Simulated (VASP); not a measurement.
# Ru (P6_3/mmc) in VASP: a series of runs

Ru is run at these levels: PBEsol; tasks: single point.

Everything below comes from runs of VASP 6.6.1. Logs are shortened: lines on timing, memory, paths and dates and some standing lists are left out, and cuts for length are marked.

**1. The cell of the first run**

It takes space group P6_3/mmc (No. 194, hexagonal). Conventional cell: a = 2.690 Å, b = 2.690 Å, c = 4.124 Å, α = 90.00°, β = 90.00°, γ = 120.00°. Within 3.4 Å of Ru (site symmetry -6m2) lie 12 Ru at 2.58 to 2.69 Å.

**2. Single point, PBEsol (strain -0.0300 x Voigt [0, 0, 1, 0, 0, 0])**

INCAR

```
PREC = Accurate
ENCUT = 520
EDIFF = 1E-6
ISMEAR = 0
SIGMA = 0.15
LREAL = False
LASPH = True
NELM = 100
ALGO = Fast
ISIF = 2
LWAVE = False
LCHARG = True
GGA = PS
LELF = True
LVHAR = True
NBANDS = 21
```

KPOINTS

```
Automatic mesh
0
Gamma
  24 24 14
```

POSCAR

```
Ru
1.0
    2.6895239993      0.0000000000      0.0000000000
   -1.3447619996      2.3291961075      0.0000000000
    0.0000000000      0.0000000000      4.1243633241
Ru
2
Direct
    0.3333333333      0.6666666667      0.2500000000
    0.6666666667      0.3333333333      0.7500000000
```

Potentials or basis: VASP PAW PBE potentials, release 64 (Ru_pv).

Started as:

```
cat potpaw_PBE.64/Ru_pv/POTCAR > POTCAR
mpirun -np 1 vasp_std > vasp.out
```

OUTCAR:

```text
PREC = Accurate
   ENCUT = 520
   EDIFF = 1E-6
   ISMEAR = 0
   LREAL = False
   LASPH = True
   NELM = 100
   ISIF = 2
   GGA = PS

 ion  position               nearest neighbor table
   1  0.333  0.667  0.250-   2 2.58   2 2.58   2 2.58   2 2.58   2 2.58   2 2.58
   2  0.667  0.333  0.750-   1 2.58   1 2.58   1 2.58   1 2.58   1 2.58   1 2.58

  LATTYP: Found a hexagonal cell.
 ALAT       =     2.6895239993
 C/A-ratio  =     1.5334919209

  Lattice vectors:

 A1 = (   2.6895239993,   0.0000000000,   0.0000000000)
 A2 = (  -1.3447619996,   2.3291961075,   0.0000000000)
 A3 = (   0.0000000000,   0.0000000000,   4.1243633241)

Analysis of symmetry for initial positions (statically):
=====================================================================
 Subroutine PRICEL returns:
 Original cell was already a primitive cell.

 Routine SETGRP: Setting up the symmetry group for a
 hexagonal supercell.

 Subroutine GETGRP returns: Found 24 space group operations
 (whereof 12 operations were pure point group operations)
 out of a pool of 24 trial point group operations.

The static configuration has the point symmetry D_3d.
 The point group associated with its full space group is D_6h.

Analysis of symmetry for dynamics (positions and initial velocities):
=====================================================================
 Subroutine PRICEL returns:
 Original cell was already a primitive cell.

 Routine SETGRP: Setting up the symmetry group for a
 hexagonal supercell.

 Subroutine GETGRP returns: Found 24 space group operations
 (whereof 12 operations were pure point group operations)
 out of a pool of 24 trial point group operations.

The dynamic configuration has the point symmetry D_3d.
 The point group associated with its full space group is D_6h.

 Subroutine INISYM returns: Found 24 space group operations
 (whereof 12 operations are pure point group operations),
 and found     1 'primitive' translations

----------------------------------------------------------------------------------------

                                     Primitive cell

  volume of cell :      25.8368

  direct lattice vectors                    reciprocal lattice vectors
     2.689523999  0.000000000  0.000000000     0.371813005  0.214666338  0.000000000
    -1.344762000  2.329196108  0.000000000     0.000000000  0.429332677  0.000000000
     0.000000000  0.000000000  4.124363324     0.000000000  0.000000000  0.242461665

  length of vectors
     2.689523999  2.689523999  4.124363324     0.429332677  0.429332677  0.242461665

  position of ions in fractional coordinates (direct lattice)
     0.333333333  0.666666667  0.250000000
     0.666666667  0.333333333  0.750000000

  ion indices of the primitive-cell ions
   primitive index   ion index
                 1           1
                 2           2

----------------------------------------------------------------------------------------

 KPOINTS: Automatic mesh

Automatic generation of k-mesh.
 Grid dimensions read from file:
 generate k-points for:   24   24   14

 Generating k-lattice:

  Cartesian coordinates                     Fractional coordinates (reciprocal lattice)
     0.015492209  0.008944431  0.000000000     0.041666667  0.000000000  0.000000000
     0.000000000  0.017888862  0.000000000     0.000000000  0.041666667  0.000000000
     0.000000000  0.000000000  0.017318690     0.000000000  0.000000000  0.071428571

  Length of vectors
     0.017888862  0.017888862  0.017318690

  Shift w.r.t. Gamma in fractional coordinates (k-lattice)
     0.000000000  0.000000000  0.000000000

 Subroutine IBZKPT returns following result:
 ===========================================

 Found    488 irreducible k-points:

 Following reciprocal coordinates:
            Coordinates               Weight
  0.000000  0.000000  0.000000      1.000000
  0.041667  0.000000  0.000000      6.000000
  0.083333  0.000000  0.000000      6.000000
  0.125000  0.000000  0.000000      6.000000
  0.166667  0.000000  0.000000      6.000000
  0.208333  0.000000  0.000000      6.000000
[... 16 lines left out ...]
  0.416667  0.041667  0.000000     12.000000
  0.458333  0.041667  0.000000     12.000000
 [... further k-points ...]
   k-points           NKPTS =    488   k-points in BZ     NKDIM =    488   number of bands    NBANDS=     21
   number of dos      NEDOS =    301   number of ions     NIONS =      2
   total plane-waves  NPLWV =  12800
   dimension x,y,z NGX =    20 NGY =   20 NGZ =   32
   dimension x,y,z NGXF=    40 NGYF=   40 NGZF=   64
   ions per type =               2
   NGX,Y,Z   is equivalent  to a cutoff of  12.36, 12.36, 12.90 a.u.
   NGXF,Y,Z  is equivalent  to a cutoff of  24.72, 24.72, 25.80 a.u.
 SYSTEM =  unknown system
   PREC   = accura    normal or accurate (medium, high low for compatibility)
   ISTART =      0    job   : 0-new  1-cont  2-samecut
   ICHARG =      2    charge: 1-file 2-atom 10-const
   ISPIN  =      1    spin polarized calculation?
   LNONCOLLINEAR =      F non collinear calculations
   LSORBIT =      F    spin-orbit coupling
   LASPH  =      T    aspherical Exc in radial PAW
   ENCUT  =  520.0 eV  38.22 Ry    6.18 a.u.   5.00  5.00  7.67*2*pi/ulx,y,z
   NELM   =    100;   NELMIN=  2; NELMDL= -5     # of ELM steps
   EDIFF  = 0.1E-05   stopping-criterion for ELM
   LREAL  =      F    real-space projection
   EDIFFG = 0.1E-04   stopping-criterion for IOM
   NSW    =      0    number of steps for IOM
   IBRION =     -1    ionic relax: 0-MD 1-quasi-New 2-CG
   NFREE  =      0    steps in history (QN), initial steepest desc. (CG)
   ISIF   =      2    stress and relaxation
   ISYM   =      2    0-nonsym 1-usesym 2-fastsym
   POTIM  = 0.5000    time-step for ionic-motion
   TEBEG  =    0.0;   TEEND  =   0.0 temperature during run
   PSTRESS=    0.0 pullay stress
   NELECT =      28.0000    total number of electrons
   NUPDOWN=      -1.0000    fix difference up-down
   EMIN   =  10.00;   EMAX   =-10.00  energy-range for DOS
   EFERMI =   0.00;   METHOD = LEGACY
   ISMEAR =     0;   SIGMA  =   0.15  broadening in eV -4-tet -1-fermi 0-gaus
   EFERMI_NEDOS =   21; number of points for ismear=-14 and -15
   IALGO  =     68    algorithm
   IMIX   =      4    mixing-type and parameters
     AMIX     =   0.40;   BMIX     =  1.00
     AMIX_MAG =   1.60;   BMIX_MAG =  1.00
  volume/ion in A,a.u.               =      12.92        87.18
  Fermi-wavevector in a.u.,A,eV,Ry     =   1.681569  3.177705 38.472848  2.827675
  Thomas-Fermi vector in A             =   2.765103
   LORBIT       =      0    0 simple, 1 ext, 2 COOP (PROOUT), +10 PAW based schemes
   GGA     = PS    functional components
   LHFCALC =     F    Hartree Fock is set to
   AEXX    =    0.0000 exact exchange contribution
   IVDW    =     0    specifies the selected vdW correction
   LEPSILON=     F    determine dielectric tensor
   LRPA    =     F    only Hartree local field effects (RPA)
 non-spin polarized calculation
 RMM-DIIS sequential band-by-band and
 Gauss-broadening in eV      SIGMA  =   0.15
  energy-cutoff  :      520.00
  volume of cell :       25.84
 maximum number of plane-waves:       713
 NGX is ok and might be reduce to    20
   NGX =  9   NGY =  9   NGZ = 15

 number of electron      28.0000005 magnetization

 Free energy of the ion-electron system (eV)
  ---------------------------------------------------
  ext. energy  EPLUGINS =         0.00000000
  ---------------------------------------------------
  free energy    TOTEN  =       -20.29480555 eV

  energy without entropy =      -20.27654653  energy(sigma->0) =      -20.28567604

 E-fermi :  13.6494     XC(G=0): -14.5882

 val. band max:       13.6468223838   @ k =   0.0833   0.0417   0.3571
 cond. band min:      13.6504638190   @ k =   0.2500   0.0417   0.1429
 fundamental gap:      0.0036414353
 Fermi energy:        13.6494024539

 k-point     1 :       0.0000    0.0000    0.0000
  band No.  band energies     occupation
      1     -30.2267      2.00000
      2     -29.1197      2.00000
      3     -29.1197      2.00000
      4     -28.8858      2.00000
      5     -28.8858      2.00000
      6     -28.7876      2.00000
[... 13 lines left out ...]
     20      23.8559      0.00000
     21      24.9755      0.00000

 k-point     2 :       0.0417    0.0000    0.0000
  band No.  band energies     occupation
      1     -30.2196      2.00000
      2     -29.1334      2.00000
      3     -29.1247      2.00000
      4     -28.9003      2.00000
      5     -28.8873      2.00000
      6     -28.7914      2.00000
[... 13 lines left out ...]
     20      23.8557      0.00000
     21      24.9678      0.00000

 k-point     3 :       0.0833    0.0000    0.0000
  band No.  band energies     occupation
      1     -30.1985      2.00000
      2     -29.1736      2.00000
      3     -29.1392      2.00000
      4     -28.9427      2.00000
      5     -28.8919      2.00000
      6     -28.8029      2.00000
[... 13 lines left out ...]
     20      23.8559      0.00000
     21      24.9411      0.00000

 k-point     4 :       0.1250    0.0000    0.0000
  band No.  band energies     occupation
      1     -30.1642      2.00000
      2     -29.2375      2.00000
      3     -29.1617      2.00000
      4     -29.0092      2.00000
      5     -28.8995      2.00000
      6     -28.8219      2.00000
[... 13 lines left out ...]
     20      23.8556      0.00000
     21      24.8878      0.00000

 k-point     5 :       0.1667    0.0000    0.0000
  band No.  band energies     occupation
      1     -30.1177      2.00000
      2     -29.3210      2.00000
      3     -29.1904      2.00000
      4     -29.0946      2.00000
      5     -28.9101      2.00000
      6     -28.8485      2.00000
[... 13 lines left out ...]
     20      23.8556      0.00000
     21      24.8041      0.00000
[... 382 lines left out ...]
     20      24.4166      0.00000
     21      25.0757      0.00000

 k-point    22 :       0.3750    0.0417    0.0000
  band No.  band energies     occupation
      1     -29.8396      2.00000
      2     -29.7369      2.00000
      3     -29.5946      2.00000
      4     -29.3622      2.00000
      5     -29.1027      2.00000
      6     -28.9948      2.00000
[... 13 lines left out ...]
     20      24.9014      0.00000
     21      25.3251      0.00000

 k-point    23 :       0.4167    0.0417    0.0000
  band No.  band energies     occupation
      1     -29.8917      2.00000
      2     -29.6788      2.00000
      3     -29.6398      2.00000
      4     -29.3799      2.00000
      5     -29.1482      2.00000
      6     -29.0032      2.00000
[... 13 lines left out ...]
     20      26.0497      0.00000
     21      26.7269      0.00000

 k-point    24 :       0.4583    0.0417    0.0000
  band No.  band energies     occupation
      1     -29.9186      2.00000
      2     -29.6631      2.00000
      3     -29.6442      2.00000
      4     -29.3890      2.00000
      5     -29.1762      2.00000
      6     -29.0076      2.00000
[... 13 lines left out ...]
     20      26.3936      0.00000
     21      26.4783      0.00000

 [... further k-points ...]

------------------------ aborting loop because EDIFF is reached ----------------------------------------

  FORCE on cell =-STRESS in cart. coord.  units (eV):
  Direction    XX          YY          ZZ          XY          YZ          ZX
  --------------------------------------------------------------------------------------
  -------------------------------------------------------------------------------------
  Total        1.1273393      1.1273393      3.7215189      0.0000000      0.0000000      0.0000000
  in kB       69.9079946     69.9079946    230.7769455      0.0000000      0.0000000      0.0000000
  external PRESSURE =     123.5309783 kB  Pullay stress =       0.0000000 kB

 VOLUME and BASIS-vectors are now :
 -----------------------------------------------------------------------------
  energy-cutoff  :      520.00
  volume of cell :       25.84
      direct lattice vectors                 reciprocal lattice vectors
     2.689523999  0.000000000  0.000000000     0.371813005  0.214666338  0.000000000
    -1.344762000  2.329196108  0.000000000     0.000000000  0.429332677  0.000000000
     0.000000000  0.000000000  4.124363324     0.000000000  0.000000000  0.242461665

 POSITION                                       TOTAL-FORCE (eV/Angst)
 -----------------------------------------------------------------------------------
     -0.00000      1.55280      1.03109         0.000000      0.000000      0.000000
      1.34476      0.77640      3.09327        -0.000000      0.000000      0.000000
 -----------------------------------------------------------------------------------
    total drift:                                0.000000     -0.000000      0.000000

  FREE ENERGIE OF THE ION-ELECTRON SYSTEM (eV)
  ---------------------------------------------------
  free  energy   TOTEN  =       -20.2948055527 eV

  energy  without entropy=      -20.2765465335  energy(sigma->0) =      -20.28567604
```

Wall time 4 min (1 thread of Intel Xeon Platinum 8259CL at 2.50GHz (Skylake/Cascade Lake), shared host); peak memory 0.3 GiB.

Results:

| Item | Value |
| --- | --- |
| Free energy | -20.2948 eV |
| Pressure | 12.4 GPa |
| Band gap on the k mesh | zero (bands 14 and 15 overlap by 3.49 eV) |

Stress tensor (GPa, compression positive):
```
 6.99  0.00  0.00
 0.00  6.99  0.00
 0.00  0.00 23.08
```

Caveat: the cell differs from its parent crystal (strain -0.0300 x Voigt [0, 0, 1, 0, 0, 0]); the cell stands under pressure; the PAW data sets were made with another functional, which shifts forces and pressure a little.

[end of part 1 of 2]
